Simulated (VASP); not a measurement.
Here is a VASP 6.6.1 calculation.

File INCAR:

```
ALGO = Normal ; EDIFF = 1E-7
ENCUT = 520 ; GGA = PE
ISIF = 2 ; ISMEAR = 0
LASPH = True ; LCHARG = False
LREAL = False ; LWAVE = False
NBANDS = 35 ; NELM = 60
PREC = Accurate ; SIGMA = 0.02
```

The input KPOINTS:

```
k-points
0
Gamma
  6 6 6
```

Contents of POSCAR:

```
Al2O3
1.0
    2.3809913309      1.3746659858      4.3269456932
   -2.3809913309      1.3746659858      4.3269456932
    0.0000000000     -2.7493319717      4.3269456932
Al O
4 6
Direct
    0.3520993560      0.3520993560      0.3520993560
    0.1479006440      0.1479006440      0.1479006440
    0.6479006440      0.6479006440      0.6479006440
    0.8520993560      0.8520993560      0.8520993560
    0.5564351758      0.9435648242      0.2500000000
    0.2500000000      0.5564351758      0.9435648242
    0.9435648242      0.2500000000      0.5564351758
    0.4435648242      0.0564351758      0.7500000000
    0.7500000000      0.4435648242      0.0564351758
    0.0564351758      0.7500000000      0.4435648242
```

Potentials or basis: VASP PAW PBE potentials, release 64 (Al, O).

Command:

```sh
$ cat potpaw_PBE.64/Al/POTCAR potpaw_PBE.64/O/POTCAR > POTCAR
$ mpirun -np 1 vasp_std > vasp.out
```

(1) What does it give for the band gap on the k mesh?

(2) What does it give for the pressure?

## Answers

(1) 6.22 eV.

(2) 7.3 GPa.

Caveat: the cell stands under pressure.
